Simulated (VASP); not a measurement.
# Mg (P6_3/mmc) in VASP: further runs, part 2 of 2

VASP 6.6.1. Earlier steps stand in the parts before.

## Step 4: Single point, PBE

This run uses another cell than the first one, of 24.33 Å³/atom, 1.029 times its volume.

The input, INCAR:

```
  PREC = Accurate
  ENCUT = 520
  EDIFF = 1E-7
  ISMEAR = 0
  SIGMA = 0.1
  LREAL = False
  LASPH = True
  NELM = 100
  ALGO = Normal
  ISIF = 2
  LWAVE = False
  LCHARG = False
  GGA = PE
  NBANDS = 18
```

The input, KPOINTS:

```
Automatic mesh
0
Gamma
  6 6 7
```

The input, POSCAR:

```
Mg
1.0
    6.6654395561      0.0000000000      0.0000000000
   -3.3327197780      5.7724399830      0.0000000000
    0.0000000000      0.0000000000      5.0588849334
Mg
8
Direct
    0.3333333333      0.6666666667      0.2500000000
    0.3333333333      0.1666666667      0.2500000000
    0.8333333333      0.6666666667      0.2500000000
    0.8333333333      0.1666666667      0.2500000000
    0.1666666667      0.3333333333      0.7500000000
    0.1666666667      0.8333333333      0.7500000000
    0.6666666667      0.3333333333      0.7500000000
    0.6666666667      0.8333333333      0.7500000000
```

Potentials or basis: VASP PAW PBE potentials, release 64 (Mg).

Launch:

```
$ cat potpaw_PBE.64/Mg/POTCAR > POTCAR
$ mpirun -np 1 vasp_std > vasp.out
```

OUTCAR:

```text
PREC = Accurate
   ENCUT = 520
   EDIFF = 1E-7
   ISMEAR = 0
   LREAL = False
   LASPH = True
   NELM = 100
   ISIF = 2
   GGA = PE

 ion  position               nearest neighbor table
   1  0.333  0.667  0.250-   6 3.18   6 3.18   5 3.18   5 3.18   8 3.18   8 3.18   2 3.33   2 3.33
                             3 3.33   3 3.33   4 3.33   4 3.33
   2  0.333  0.167  0.250-   5 3.18   5 3.18   6 3.18   6 3.18   7 3.18   7 3.18   1 3.33   1 3.33
                             4 3.33   4 3.33   3 3.33   3 3.33
   3  0.833  0.667  0.250-   8 3.18   8 3.18   7 3.18   7 3.18   6 3.18   6 3.18   4 3.33   4 3.33
                             1 3.33   1 3.33   2 3.33   2 3.33
   4  0.833  0.167  0.250-   7 3.18   7 3.18   8 3.18   8 3.18   5 3.18   5 3.18   3 3.33   3 3.33
                             2 3.33   2 3.33   1 3.33   1 3.33
   5  0.167  0.333  0.750-   2 3.18   2 3.18   1 3.18   1 3.18   4 3.18   4 3.18   6 3.33   6 3.33
                             7 3.33   7 3.33   8 3.33   8 3.33
   6  0.167  0.833  0.750-   1 3.18   1 3.18   2 3.18   2 3.18   3 3.18   3 3.18   5 3.33   5 3.33
                             8 3.33   8 3.33   7 3.33   7 3.33
   7  0.667  0.333  0.750-   4 3.18   4 3.18   3 3.18   3 3.18   2 3.18   2 3.18   8 3.33   8 3.33
                             5 3.33   5 3.33   6 3.33   6 3.33
   8  0.667  0.833  0.750-   3 3.18   3 3.18   4 3.18   4 3.18   1 3.18   1 3.18   7 3.33   7 3.33
                             6 3.33   6 3.33   5 3.33   5 3.33
[... 7 lines left out ...]
 A1 = (   6.6654395561,   0.0000000000,   0.0000000000)
 A2 = (  -3.3327197780,   5.7724399830,   0.0000000000)
 A3 = (   0.0000000000,   0.0000000000,   5.0588849334)

Analysis of symmetry for initial positions (statically):
=====================================================================
 Subroutine PRICEL returns following result:

  LATTYP: Found a hexagonal cell.
 ALAT       =     3.3327197780
 C/A-ratio  =     1.5179448830

  Lattice vectors:

 A1 = (   3.3327197780,   0.0000000000,   0.0000000000)
 A2 = (  -1.6663598890,   2.8862199915,   0.0000000000)
 A3 = (   0.0000000000,   0.0000000000,   5.0588849334)

   4 primitive cells build up your supercell.

 Routine SETGRP: Setting up the symmetry group for a
 hexagonal supercell.

 Subroutine GETGRP returns: Found 24 space group operations
 (whereof 12 operations were pure point group operations)
 out of a pool of 24 trial point group operations.

The static configuration has the point symmetry D_3d.
 The point group associated with its full space group is D_6h.

Analysis of symmetry for dynamics (positions and initial velocities):
=====================================================================
 Subroutine PRICEL returns following result:

  LATTYP: Found a hexagonal cell.
 ALAT       =     3.3327197780
 C/A-ratio  =     1.5179448830

  Lattice vectors:

 A1 = (   3.3327197780,   0.0000000000,   0.0000000000)
 A2 = (  -1.6663598890,   2.8862199915,   0.0000000000)
 A3 = (   0.0000000000,   0.0000000000,   5.0588849334)

   4 primitive cells build up your supercell.

 Routine SETGRP: Setting up the symmetry group for a
 hexagonal supercell.

 Subroutine GETGRP returns: Found 24 space group operations
 (whereof 12 operations were pure point group operations)
 out of a pool of 24 trial point group operations.
[... 56 lines left out ...]

 Following reciprocal coordinates:
            Coordinates               Weight
  0.000000  0.000000  0.000000      1.000000
  0.166667  0.000000  0.000000      6.000000
  0.333333  0.000000  0.000000      6.000000
  0.500000  0.000000  0.000000      3.000000
  0.166667  0.166667  0.000000      6.000000
  0.333333  0.166667  0.000000     12.000000
[... 16 lines left out ...]
  0.166667  0.000000  0.428571     12.000000
  0.333333  0.000000  0.428571     12.000000
 [... further k-points ...]
   k-points           NKPTS =     28   k-points in BZ     NKDIM =     28   number of bands    NBANDS=     18
   number of dos      NEDOS =    301   number of ions     NIONS =      8
   total plane-waves  NPLWV = 100000
   dimension x,y,z NGX =    50 NGY =   50 NGZ =   40
   dimension x,y,z NGXF=   100 NGYF=  100 NGZF=   80
   ions per type =               8
   NGX,Y,Z   is equivalent  to a cutoff of  12.47, 12.47, 13.14 a.u.
   NGXF,Y,Z  is equivalent  to a cutoff of  24.94, 24.94, 26.29 a.u.
 SYSTEM =  unknown system
   PREC   = accura    normal or accurate (medium, high low for compatibility)
   ISTART =      0    job   : 0-new  1-cont  2-samecut
   ICHARG =      2    charge: 1-file 2-atom 10-const
   ISPIN  =      1    spin polarized calculation?
   LNONCOLLINEAR =      F non collinear calculations
   LSORBIT =      F    spin-orbit coupling
   LASPH  =      T    aspherical Exc in radial PAW
   ENCUT  =  520.0 eV  38.22 Ry    6.18 a.u.  12.39 12.39  9.41*2*pi/ulx,y,z
   NELM   =    100;   NELMIN=  2; NELMDL= -5     # of ELM steps
   EDIFF  = 0.1E-06   stopping-criterion for ELM
   LREAL  =      F    real-space projection
   EDIFFG = 0.1E-05   stopping-criterion for IOM
   NSW    =      0    number of steps for IOM
   IBRION =     -1    ionic relax: 0-MD 1-quasi-New 2-CG
   NFREE  =      0    steps in history (QN), initial steepest desc. (CG)
   ISIF   =      2    stress and relaxation
   ISYM   =      2    0-nonsym 1-usesym 2-fastsym
   POTIM  = 0.5000    time-step for ionic-motion
   TEBEG  =    0.0;   TEEND  =   0.0 temperature during run
   PSTRESS=    0.0 pullay stress
   NELECT =      16.0000    total number of electrons
   NUPDOWN=      -1.0000    fix difference up-down
   EMIN   =  10.00;   EMAX   =-10.00  energy-range for DOS
   EFERMI =   0.00;   METHOD = LEGACY
   ISMEAR =     0;   SIGMA  =   0.10  broadening in eV -4-tet -1-fermi 0-gaus
   EFERMI_NEDOS =   21; number of points for ismear=-14 and -15
   IALGO  =     38    algorithm
   IMIX   =      4    mixing-type and parameters
     AMIX     =   0.40;   BMIX     =  1.00
     AMIX_MAG =   1.60;   BMIX_MAG =  1.00
  volume/ion in A,a.u.               =      24.33       164.19
  Fermi-wavevector in a.u.,A,eV,Ry     =   0.711815  1.345135  6.893808  0.506681
  Thomas-Fermi vector in A             =   1.799026
   LORBIT       =      0    0 simple, 1 ext, 2 COOP (PROOUT), +10 PAW based schemes
   GGA     = PE    functional components
   LHFCALC =     F    Hartree Fock is set to
   AEXX    =    0.0000 exact exchange contribution
   IVDW    =     0    specifies the selected vdW correction
   LEPSILON=     F    determine dielectric tensor
   LRPA    =     F    only Hartree local field effects (RPA)
 non-spin polarized calculation
 Gauss-broadening in eV      SIGMA  =   0.10
  energy-cutoff  :      520.00
  volume of cell :      194.64
 maximum number of plane-waves:      5311
 NGX is ok and might be reduce to    50
   NGX = 25   NGY = 25   NGZ = 19

 number of electron      16.0000000 magnetization

 Free energy of the ion-electron system (eV)
  ---------------------------------------------------
  ext. energy  EPLUGINS =         0.00000000
  ---------------------------------------------------
  free energy    TOTEN  =       -11.94084887 eV

  energy without entropy =      -11.92855851  energy(sigma->0) =      -11.93470369

 E-fermi :   2.2817     XC(G=0):  -8.3115

 val. band max:        2.2484760309   @ k =   0.1667   0.0000   0.2857
 cond. band min:       2.2957384678   @ k =   0.3333   0.3333   0.4286
 fundamental gap:      0.0472624370
 Fermi energy:         2.2817494893

 k-point     1 :       0.0000    0.0000    0.0000
  band No.  band energies     occupation
      1      -4.3490      2.00000
      2       0.0178      2.00000
      3       0.0178      2.00000
      4       0.0178      2.00000
      5       0.1392      2.00000
      6       0.1392      2.00000
[... 481 lines left out ...]
      5       0.1468      2.00000
      6       0.1468      2.00000
[... 10 lines left out ...]
     17       6.6929      0.00000
     18       6.6929      0.00000

 [... further k-points ...]
[... 5 lines left out ...]
  --------------------------------------------------------------------------------------
  -------------------------------------------------------------------------------------
  Total       -3.3688818     -3.3688818     -0.1981506     -0.0000000     -0.0000000      0.0000000
  in kB      -27.7302216    -27.7302216     -1.6310339     -0.0000000     -0.0000000      0.0000000
  external PRESSURE =     -19.0304923 kB  Pullay stress =       0.0000000 kB

 VOLUME and BASIS-vectors are now :
 -----------------------------------------------------------------------------
  energy-cutoff  :      520.00
  volume of cell :      194.64
      direct lattice vectors                 reciprocal lattice vectors
     6.665439556  0.000000000  0.000000000     0.150027615  0.086618484  0.000000000
    -3.332719778  5.772439983  0.000000000     0.000000000  0.173236968  0.000000000
     0.000000000  0.000000000  5.058884933     0.000000000  0.000000000  0.197672019

 POSITION                                       TOTAL-FORCE (eV/Angst)
 -----------------------------------------------------------------------------------
     -0.00000      3.84829      1.26472        -0.000000      0.000000      0.000000
      1.66636      0.96207      1.26472        -0.000000      0.000000     -0.000000
      3.33272      3.84829      1.26472        -0.000000      0.000000     -0.000000
      4.99908      0.96207      1.26472        -0.000000      0.000000      0.000000
      0.00000      1.92415      3.79416         0.000000     -0.000000      0.000000
     -1.66636      4.81037      3.79416         0.000000     -0.000000      0.000000
      3.33272      1.92415      3.79416         0.000000     -0.000000      0.000000
      1.66636      4.81037      3.79416         0.000000     -0.000000     -0.000000
 -----------------------------------------------------------------------------------
    total drift:                               -0.000000      0.000000     -0.000000

  FREE ENERGIE OF THE ION-ELECTRON SYSTEM (eV)
  ---------------------------------------------------
  free  energy   TOTEN  =       -11.9408488708 eV

  energy  without entropy=      -11.9285585145  energy(sigma->0) =      -11.93470369
```

Run time: 46 s. Hardware: 1 thread of Intel Xeon 6975P-C (Granite Rapids), shared host; peak memory 0.32 GiB.

Results:

* Free energy: -11.9408 eV
* Pressure: -1.9 GPa
* Band gap on the k mesh: zero (band 8 reaches 2.81 eV, above the bottom of band 9 at 1.71 eV)
